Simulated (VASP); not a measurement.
# Cs (Im-3m) in VASP: notebook

Runs on Cs. Level: PBE. Tasks: single point.

All numbers are computed with VASP 6.6.1; they aren't measurements. Logs are shortened: lines on timing, memory, paths and dates and some standing lists are left out, and cuts for length are marked.

**1. The cell of the first run**

The structure is cubic, space group Im-3m (No. 229). The conventional cell has a = 6.257 Å, b = 6.257 Å, c = 6.257 Å, α = 90.00°, β = 90.00°, γ = 90.00°.

**2. Single point, PBE**

INCAR

```
SYSTEM = Cs
PREC     = Accurate       ! precision mode
ENCUT    = 520            ! plane-wave cutoff, eV
EDIFF    = 1E-6           ! SCF threshold, eV
ISMEAR   = 0              ! smearing method
SIGMA    = 0.1            ! smearing width, eV
LREAL    = .FALSE.        ! projectors in reciprocal space
LASPH    = .TRUE.         ! aspherical terms in the spheres
NELM     = 60             ! most SCF steps
ALGO     = Fast           ! electronic algorithm
ISIF     = 2              ! what is computed and relaxed
LWAVE    = .FALSE.        ! write WAVECAR
LCHARG   = .FALSE.        ! write CHGCAR
GGA      = PE             ! functional
NBANDS   = 10             ! bands
```

KPOINTS

```
Automatic mesh
0
G
  1 1 1
  0 0 0
```

POSCAR

```
Cs
1.0
   -3.1284650614      3.1284650614      3.1284650614
    3.1284650614     -3.1284650614      3.1284650614
    3.1284650614      3.1284650614     -3.1284650614
Cs
1
Direct
    0.0000000000      0.0000000000      0.0000000000
```

Potentials or basis: VASP PAW PBE potentials, release 64 (Cs_sv).

On the command line:

```
> cat potpaw_PBE.64/Cs_sv/POTCAR > POTCAR
> mpirun -np 1 vasp_gam > vasp.out
```

OUTCAR:

```text
SYSTEM = Cs
   PREC = Accurate
   ENCUT = 520
   EDIFF = 1E-6
   ISMEAR = 0
   LREAL = .FALSE.
   LASPH = .TRUE.
   NELM = 60
   ISIF = 2
   GGA = PE

 ion  position               nearest neighbor table
   1  0.000  0.000  0.000-

  LATTYP: Found a body centered cubic cell.
 ALAT       =     6.2569301228

  Lattice vectors:

 A1 = (  -3.1284650614,   3.1284650614,   3.1284650614)
 A2 = (   3.1284650614,  -3.1284650614,   3.1284650614)
 A3 = (   3.1284650614,   3.1284650614,  -3.1284650614)

Analysis of symmetry for initial positions (statically):
=====================================================================
 Subroutine PRICEL returns:
 Original cell was already a primitive cell.

 Routine SETGRP: Setting up the symmetry group for a
 body centered cubic supercell.

 Subroutine GETGRP returns: Found 48 space group operations
 (whereof 48 operations were pure point group operations)
 out of a pool of 48 trial point group operations.

The static configuration has the point symmetry O_h .

Analysis of symmetry for dynamics (positions and initial velocities):
=====================================================================
 Subroutine PRICEL returns:
 Original cell was already a primitive cell.

 Routine SETGRP: Setting up the symmetry group for a
 body centered cubic supercell.

 Subroutine GETGRP returns: Found 48 space group operations
 (whereof 48 operations were pure point group operations)
 out of a pool of 48 trial point group operations.

The dynamic configuration has the point symmetry O_h .

 Subroutine INISYM returns: Found 48 space group operations
 (whereof 48 operations are pure point group operations),
 and found     1 'primitive' translations

----------------------------------------------------------------------------------------

                                     Primitive cell

  volume of cell :     122.4768

  direct lattice vectors                    reciprocal lattice vectors
    -3.128465061  3.128465061  3.128465061     0.000000000  0.159822785  0.159822785
     3.128465061 -3.128465061  3.128465061     0.159822785  0.000000000  0.159822785
     3.128465061  3.128465061 -3.128465061     0.159822785  0.159822785  0.000000000

  length of vectors
     5.418660436  5.418660436  5.418660436     0.226023551  0.226023551  0.226023551

  position of ions in fractional coordinates (direct lattice)
     0.000000000  0.000000000  0.000000000

  ion indices of the primitive-cell ions
   primitive index   ion index
                 1           1

----------------------------------------------------------------------------------------

 KPOINTS: Automatic mesh

Automatic generation of k-mesh.
 Grid dimensions read from file:
 generate k-points for:    1    1    1

 Generating k-lattice:

  Cartesian coordinates                     Fractional coordinates (reciprocal lattice)
     0.000000000  0.159822785  0.159822785     1.000000000  0.000000000  0.000000000
     0.159822785  0.000000000  0.159822785     0.000000000  1.000000000  0.000000000
     0.159822785  0.159822785  0.000000000     0.000000000  0.000000000  1.000000000

  Length of vectors
     0.226023551  0.226023551  0.226023551

  Shift w.r.t. Gamma in fractional coordinates (k-lattice)
     0.000000000  0.000000000  0.000000000

 Subroutine IBZKPT returns following result:
 ===========================================

 Found      1 irreducible k-points:

 Following reciprocal coordinates:
            Coordinates               Weight
  0.000000  0.000000  0.000000      1.000000
   k-points           NKPTS =      1   k-points in BZ     NKDIM =      1   number of bands    NBANDS=     10
   number of dos      NEDOS =    301   number of ions     NIONS =      1
   total plane-waves  NPLWV =  64000
   dimension x,y,z NGX =    40 NGY =   40 NGZ =   40
   dimension x,y,z NGXF=    80 NGYF=   80 NGZF=   80
   ions per type =               1
   NGX,Y,Z   is equivalent  to a cutoff of  12.27, 12.27, 12.27 a.u.
   NGXF,Y,Z  is equivalent  to a cutoff of  24.54, 24.54, 24.54 a.u.
 SYSTEM =  Cs
   PREC   = accura    normal or accurate (medium, high low for compatibility)
   ISTART =      0    job   : 0-new  1-cont  2-samecut
   ICHARG =      2    charge: 1-file 2-atom 10-const
   ISPIN  =      1    spin polarized calculation?
   LNONCOLLINEAR =      F non collinear calculations
   LSORBIT =      F    spin-orbit coupling
   LASPH  =      T    aspherical Exc in radial PAW
   ENCUT  =  520.0 eV  38.22 Ry    6.18 a.u.  10.08 10.08 10.08*2*pi/ulx,y,z
   NELM   =     60;   NELMIN=  2; NELMDL= -5     # of ELM steps
   EDIFF  = 0.1E-05   stopping-criterion for ELM
   LREAL  =      F    real-space projection
   EDIFFG = 0.1E-04   stopping-criterion for IOM
   NSW    =      0    number of steps for IOM
   IBRION =     -1    ionic relax: 0-MD 1-quasi-New 2-CG
   NFREE  =      0    steps in history (QN), initial steepest desc. (CG)
   ISIF   =      2    stress and relaxation
   ISYM   =      2    0-nonsym 1-usesym 2-fastsym
   POTIM  = 0.5000    time-step for ionic-motion
   TEBEG  =    0.0;   TEEND  =   0.0 temperature during run
   PSTRESS=    0.0 pullay stress
   NELECT =       9.0000    total number of electrons
   NUPDOWN=      -1.0000    fix difference up-down
   EMIN   =  10.00;   EMAX   =-10.00  energy-range for DOS
   EFERMI =   0.00;   METHOD = LEGACY
   ISMEAR =     0;   SIGMA  =   0.10  broadening in eV -4-tet -1-fermi 0-gaus
   EFERMI_NEDOS =   21; number of points for ismear=-14 and -15
   IALGO  =     68    algorithm
   IMIX   =      4    mixing-type and parameters
     AMIX     =   0.40;   BMIX     =  1.00
     AMIX_MAG =   1.60;   BMIX_MAG =  1.00
  volume/ion in A,a.u.               =     122.48       826.51
  Fermi-wavevector in a.u.,A,eV,Ry     =   0.685706  1.295796  6.397353  0.470192
  Thomas-Fermi vector in A             =   1.765724
   LORBIT       =      0    0 simple, 1 ext, 2 COOP (PROOUT), +10 PAW based schemes
   GGA     = PE    functional components
   LHFCALC =     F    Hartree Fock is set to
   AEXX    =    0.0000 exact exchange contribution
   IVDW    =     0    specifies the selected vdW correction
   LEPSILON=     F    determine dielectric tensor
   LRPA    =     F    only Hartree local field effects (RPA)
 non-spin polarized calculation
 RMM-DIIS sequential band-by-band and
 Gauss-broadening in eV      SIGMA  =   0.10
  energy-cutoff  :      520.00
  volume of cell :      122.48
 maximum number of plane-waves:      1660
   NGX = 21   NGY = 21   NGZ = 21

 number of electron       8.9999999 magnetization

 Free energy of the ion-electron system (eV)
  ---------------------------------------------------
  ext. energy  EPLUGINS =         0.00000000
  ---------------------------------------------------
  free energy    TOTEN  =        -1.67701496 eV

  energy without entropy =       -1.62059600  energy(sigma->0) =       -1.64880548

 E-fermi :  -1.2951     XC(G=0):  -5.2291

 val. band max:      -10.2322887323   @ k =   0.0000   0.0000   0.0000
 cond. band min:      -1.2951272723   @ k =   0.0000   0.0000   0.0000
 fundamental gap:      8.9371614600
 Fermi energy:        -1.2951272723

 k-point     1 :       0.0000    0.0000    0.0000
  band No.  band energies     occupation
      1     -23.4566      2.00000
      2     -10.2323      2.00000
      3     -10.2323      2.00000
      4     -10.2323      2.00000
      5      -1.2951      1.00000
      6       2.8066      0.00000
      7       2.8066      0.00000
      8       2.8066      0.00000
      9       3.6019      0.00000
     10       3.6019      0.00000

------------------------ aborting loop because EDIFF is reached ----------------------------------------

  FORCE on cell =-STRESS in cart. coord.  units (eV):
  Direction    XX          YY          ZZ          XY          YZ          ZX
  --------------------------------------------------------------------------------------
  -------------------------------------------------------------------------------------
  Total        0.0844477      0.0844477      0.0844477      0.0000000      0.0000000     -0.0000000
  in kB        1.1047006      1.1047006      1.1047006      0.0000000      0.0000000     -0.0000000
  external PRESSURE =       1.1047006 kB  Pullay stress =       0.0000000 kB

 VOLUME and BASIS-vectors are now :
 -----------------------------------------------------------------------------
  energy-cutoff  :      520.00
  volume of cell :      122.48
      direct lattice vectors                 reciprocal lattice vectors
    -3.128465061  3.128465061  3.128465061     0.000000000  0.159822785  0.159822785
     3.128465061 -3.128465061  3.128465061     0.159822785  0.000000000  0.159822785
     3.128465061  3.128465061 -3.128465061     0.159822785  0.159822785  0.000000000

 POSITION                                       TOTAL-FORCE (eV/Angst)
 -----------------------------------------------------------------------------------
      0.00000      0.00000      0.00000        -0.000000     -0.000000     -0.000000
 -----------------------------------------------------------------------------------
    total drift:                               -0.000000      0.000000      0.000000

  FREE ENERGIE OF THE ION-ELECTRON SYSTEM (eV)
  ---------------------------------------------------
  free  energy   TOTEN  =        -1.6770149575 eV

  energy  without entropy=       -1.6205959992  energy(sigma->0) =       -1.64880548
```

Wall time 5.5 s (1 thread of AMD EPYC 9R45 (Zen 5), shared host); peak memory 0.18 GiB.

The run converged, but its numbers aren't listed here, since they failed a check.

Caveat: the k points lie up to 1.42 Å⁻¹ apart; the mesh shows a gap though the element is a metal; spin-orbit coupling is left out, which moves the levels of the heavy elements.

**3. Single point, PBE**

This run uses another cell than the first one, of 119.90 Å³/atom, 0.979 times its volume.

INCAR

```
PREC     = Accurate       # precision mode
ENCUT    = 520            # plane-wave cutoff, eV
EDIFF    = 1E-7           # SCF threshold, eV
ISMEAR   = 0              # smearing method
SIGMA    = 0.1            # smearing width, eV
LREAL    = F              # projectors in reciprocal space
LASPH    = T              # aspherical terms in the spheres
NELM     = 100            # most SCF steps
ALGO     = Fast           # electronic algorithm
ISIF     = 2              # what is computed and relaxed
LWAVE    = F              # write WAVECAR
LCHARG   = F              # write CHGCAR
GGA      = PE             # functional
NBANDS   = 10             # bands
```

KPOINTS

```
Automatic mesh
0
Gamma
  1 1 1
```

POSCAR

```
Cs
1.0
   -3.1064106973      3.1064106973      3.1064106973
    3.1064106973     -3.1064106973      3.1064106973
    3.1064106973      3.1064106973     -3.1064106973
Cs
1
Direct
    0.0000000000      0.0000000000      0.0000000000
```

Potentials or basis: VASP PAW PBE potentials, release 64 (Cs_sv).

On the command line:

```
> cat potpaw_PBE.64/Cs_sv/POTCAR > POTCAR
> mpirun -np 1 vasp_gam > vasp.out
```

It took 6.1 s on 1 thread of AMD EPYC 9R45 (Zen 5), shared host; peak memory 0.17 GiB.

The run converged, but its numbers aren't listed here, since they failed a check.

Caveat: the k points lie up to 1.43 Å⁻¹ apart; the mesh shows a gap though the element is a metal; spin-orbit coupling is left out, which moves the levels of the heavy elements.

**4. Single point, PBE**

INCAR

```
SYSTEM = Cs
PREC = Accurate
ENCUT = 520
EDIFF = 1E-7
ISMEAR = 0
SIGMA = 0.1
LREAL = .False.
LASPH = .True.
NELM = 60
ALGO = Fast
ISIF = 2
LWAVE = .False.
LCHARG = .False.
GGA = PE
NBANDS = 10
```

KPOINTS

```
regular mesh
0
Gamma
  4 4 4
  0 0 0
```

POSCAR

```
Cs
1.0
   -3.1284650614      3.1284650614      3.1284650614
    3.1284650614     -3.1284650614      3.1284650614
    3.1284650614      3.1284650614     -3.1284650614
Cs
1
Direct
    0.0000000000      0.0000000000      0.0000000000
```

On the command line:

```
> cat potpaw_PBE.64/Cs_sv/POTCAR > POTCAR
> mpirun -np 1 vasp_std > vasp.out
```

Wall time 14 s (1 thread of AMD EPYC 9R45 (Zen 5), shared host); peak memory 0.19 GiB.

It converged, with:

```yaml
Free_energy: -0.8086 eV
Pressure: -0.1 GPa
```

Levels at points of the mesh, in eV from the Fermi level:
| k point | band 2 | band 3 | band 4 | band 5 | band 6 | band 7 |
| --- | --- | --- | --- | --- | --- | --- |
| (0.00, 0.00, 0.00) | -10.65 | -10.65 | -10.65 | -1.62 | 2.45 | 2.45 |
| (0.50, 0.00, 0.00) | -10.76 | -10.69 | -10.65 | 0.05 | 0.80 | 1.64 |
| (0.50, 0.50, 0.50) | -10.73 | -10.73 | -10.73 | 0.69 | 0.69 | 2.85 |

Caveat: spin-orbit coupling is left out, which moves the levels of the heavy elements.

**5. Single point, PBE**

INCAR

```
SYSTEM = Cs
ALGO = Normal ; EDIFF = 1E-7
ENCUT = 520 ; GGA = PE
ISIF = 2 ; ISMEAR = -5
LASPH = .True. ; LCHARG = .False.
LREAL = .False. ; LWAVE = .False.
NBANDS = 10 ; NELM = 100
PREC = Accurate ; SIGMA = 0.1
```

KPOINTS

```
k-points
0
Gamma
  4 4 4
  0 0 0
```

POSCAR is that of step 4.

On the command line:

```
> cat potpaw_PBE.64/Cs_sv/POTCAR > POTCAR
> mpirun -np 1 vasp_std > vasp.out
```

Wall time 12 s (1 thread of AMD EPYC 9R45 (Zen 5), shared host); peak memory 0.19 GiB.

It converged, with:

```
Free energy : -0.8696 eV
Pressure    : -0.1 GPa
```

Levels at points of the mesh, in eV from the Fermi level:
```
           k point  band 1  band 2  band 3  band 4  band 5  band 6  band 7  band 8
(0.00, 0.00, 0.00)  -23.91  -10.66  -10.66  -10.66   -1.63    2.44    2.44    2.44
(0.50, 0.00, 0.00)  -23.90  -10.77  -10.70  -10.66    0.05    0.80    1.63    3.07
(0.50, 0.50, 0.50)  -23.90  -10.74  -10.74  -10.74    0.69    0.69    2.84    2.84
```

Caveat: spin-orbit coupling is left out, which moves the levels of the heavy elements; tetrahedron occupations give inexact forces and stress in metals.

**6. Single point, PBE**

INCAR

```
PREC = Accurate
ENCUT = 520
EDIFF = 1E-7
ISMEAR = 1
SIGMA = 0.011
LREAL = F
LASPH = T
NELM = 100
ALGO = Normal
ISIF = 2
LWAVE = F
LCHARG = T
GGA = PE
LELF = T
LVHAR = T
NBANDS = 10
```

KPOINTS

```
regular mesh
0
Gamma
  4 4 4
```

POSCAR is that of step 5.

Potentials or basis: VASP PAW PBE potentials, release 64 (Cs_sv).

On the command line:

```
> cat potpaw_PBE.64/Cs_sv/POTCAR > POTCAR
> mpirun -np 1 vasp_std > vasp.out
```

Wall time 13 s (1 thread of AMD EPYC 9R45 (Zen 5), shared host); peak memory 0.19 GiB.

It converged, with:

| Property | Result |
| --- | --- |
| Free energy | -0.7866 eV |
| Pressure | 0.0 GPa |

Levels at points of the mesh, in eV from the Fermi level:
```csv
k point,band 2,band 3,band 4,band 5,band 6,band 7
"(0.00, 0.00, 0.00)",-10.66,-10.66,-10.66,-1.63,2.44,2.44
"(0.50, 0.00, 0.00)",-10.77,-10.70,-10.66,0.05,0.80,1.64
"(0.50, 0.50, 0.50)",-10.74,-10.74,-10.74,0.69,0.69,2.84
```

Caveat: spin-orbit coupling is left out, which moves the levels of the heavy elements.

**7. Summary**

```csv
smearing,gap on the mesh (eV),pressure (GPa)
gaussian 0.1 eV,none,-0.1
tetrahedron,none,-0.1
methfessel-paxton 0.011 eV,none,0.0
```

Alike in all rows: task single point; level PBE; potentials or basis VASP PAW PBE potentials, release 64 (Cs_sv); no spin polarisation; cell as given; k mesh 4 × 4 × 4; cutoff (eV) 520.

Every run on the cell as given and a fine mesh finds a metal.

Caveats: spin-orbit coupling is left out, which moves the levels of the heavy elements; tetrahedron occupations give inexact forces and stress in metals (some runs).

Total energies depend on the potentials used, so only differences within one code and one set of settings carry meaning.
